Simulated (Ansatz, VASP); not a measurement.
**One calculation of ScHg, two programs**

```xyz
2
Lattice="3.4800 0.0000 0.0000 0.0000 3.4800 0.0000 0.0000 0.0000 3.4104" Properties=species:S:1:pos:R:3 pbc="T T T"
Sc    1.7400    1.7400    1.7052
Hg    0.0000    0.0000    0.0000
```

Change from the starting cell: zz strain of -2 %, crystal datasets.

Alike in both runs: task electric field gradients; functional PBEsol; k mesh 12 × 12 × 12; occupations fermi-dirac, width 0.08 eV; no spin polarisation.

|  | VASP | Ansatz |
| --- | --- | --- |
| version | VASP 6.6.1 | Ansatz 0.2.0 |
| potentials or method | VASP PAW PBE potentials, release 64 (Sc_sv, Hg), cutoff 520 eV | all-electron PAW with datasets made for the crystal, scalar-relativistic |

|  | VASP | Ansatz | Ansatz less VASP |
| --- | --- | --- | --- |
| pressure (GPa) | 1.0 | 0.8 | -0.19 |
| traceless stress, the component that is largest in VASP (GPa) | 0.51 | 0.50 | -0.011 |
| size of Vzz on the site where it differs most (V/Å²) | 6.4 | 5.5 | -0.87 |

VASP's potentials were made for PBE, not for PBEsol. Ansatz ran all-electron here, and VASP with PAW potentials.

Neither program's run includes spin-orbit coupling.
